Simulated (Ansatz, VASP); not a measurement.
## Cu: VASP beside Ansatz

Contents of INCAR:

```
SYSTEM = Cu
  PREC = Accurate
  ENCUT = 520
  EDIFF = 1E-7
  ISMEAR = 0
  SIGMA = 0.15
  LREAL = .FALSE.
  LASPH = .TRUE.
  NELM = 60
  ALGO = Fast
  ISIF = 2
  LWAVE = .FALSE.
  LCHARG = .TRUE.
  LELF = .TRUE.
  LVHAR = .TRUE.
  NBANDS = 18
```

KPOINTS

```
regular mesh
0
G
  18 18 14
  0 0 0
```

The input POSCAR:

```
Cu
1.0
    0.0000000000     -1.8075000000     -1.8075000000
    0.0000000000      1.8075000000     -1.8075000000
    3.6150000000      0.0000000000      0.0000000000
Cu
2
Direct
    0.5000000000      0.5000000000      0.5103734440
    0.0000000000      0.0000000000     -0.0103734440
```

Input for Ansatz:

```yaml
crystal:
  lattice:
    - [0.0, -1.8075, -1.8075]
    - [0.0, 1.8075, -1.8075]
    - [3.615, 0.0, 0.0]
  atoms:
    - { symbol: Cu, position: [0.5, 0.5, 0.510373444] }
    - { symbol: Cu, position: [0.0, 0.0, -0.010373444] }
basis:
  ecutwfc: 420
kpoints:
  mp_grid: { grid: [18, 18, 14] }
hamiltonian:
  xc: lda
scf:
  occupations: { method: gaussian, width: 0.15 }
output:
  forces: true
  stress: true
  eigenvalues: true
```

Change from the starting cell: mode 6 (219.1 1/cm) frozen in, largest displacement +0.037 Å.

Alike in both runs: task single point; functional LDA; k mesh 18 × 18 × 14; occupations gaussian, width 0.15 eV; no spin polarisation.

```csv
,VASP,Ansatz
version,VASP 6.6.1,Ansatz 0.2.0
potentials or method,"VASP PAW LDA potentials, release 64 (Cu), cutoff 520 eV","scalar-relativistic, plane waves, PAW"
valence electrons in the cell,22,38
```

```tsv
	VASP	Ansatz	Ansatz less VASP
gap on the k mesh at the Fermi level (eV)	none	none	-
pressure (GPa)	-11.2	-12.0	-0.83
traceless stress, the component that is largest in VASP (GPa)	-0.24	-0.25	-0.006
rms of the force components (eV/Å)	0.246	0.244	-0.0016
```

LDA's correlation is that of Perdew and Zunger in VASP and of Perdew and Wang (1992) in Ansatz. Atom by atom the forces differ by 0.002 eV/Å (rms over components). A gap of «none» marks a metal or a gap that the smearing closes. VASP's potentials hold 22 valence electrons a cell and Ansatz's 38, so a difference there can come from the potentials and not from the codes.
